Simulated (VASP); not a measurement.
Sr3Ta2O, 6 atoms in the cell. Symmetry: P-6m2, No. 187, hexagonal system. Conventional cell: a = 4.300 Å, b = 4.300 Å, c = 9.033 Å, α = 90.00°, β = 90.00°, γ = 120.00°. Within 3.4 Å of Sr (site symmetry -6m2) lie 3 Sr at 2.48 Å and 6 Ta at 3.37 Å. Within 3.4 Å of Sr (site symmetry -6m2) lie 3 O at 2.48 Å and 6 Ta at 3.34 Å. Sr (site symmetry -6m2) has 3 Sr at 2.48 Å and 6 Ta at 3.37 Å within 3.4 Å. Within 4.6 Å of Ta (site symmetry 3m) lie 3 O at 3.34 Å and 9 Sr at 3.34 to 3.37 Å and 8 Ta at 4.30 to 4.55 Å. O (site symmetry -6m2) has 3 Sr at 2.48 Å and 6 Ta at 3.34 Å within 3.4 Å. The cell was generated, and may not be a known phase.

- Program: VASP 6.6.1
- Task: single point
- Functional: PBE
- Potentials or basis: VASP PAW PBE potentials, release 64 (Sr_sv, Ta_pv, O)
- Cutoff: 520 eV
- k mesh: 6 × 6 × 2
- Occupations: gaussian, width 0.1 eV
- Spin: collinear spin
- Starting moments: [0.0, 0.0, 0.0, 1.0, 1.0, 0.0] μB
- Dipole correction: no
- Further INCAR settings: ALGO = Fast; EDIFF = 1e-06; NBANDS = 42

Potentials or basis: VASP PAW PBE potentials, release 64 (Sr_sv, Ta_pv, O).

The run is started by

```sh
$ cat potpaw_PBE.64/Sr_sv/POTCAR potpaw_PBE.64/Ta_pv/POTCAR potpaw_PBE.64/O/POTCAR > POTCAR
$ mpirun -np 1 vasp_std > vasp.out
```

Hardware: 1 thread of Oxide Virtual Turin-like Processor, on a shared host.

How long does it take, and how much memory?

Wall time 6.4 min on 1 thread of Oxide Virtual Turin-like Processor, with other jobs on the host, peak memory 0.34 GiB. Counts: scf iterations 24, k points 14.
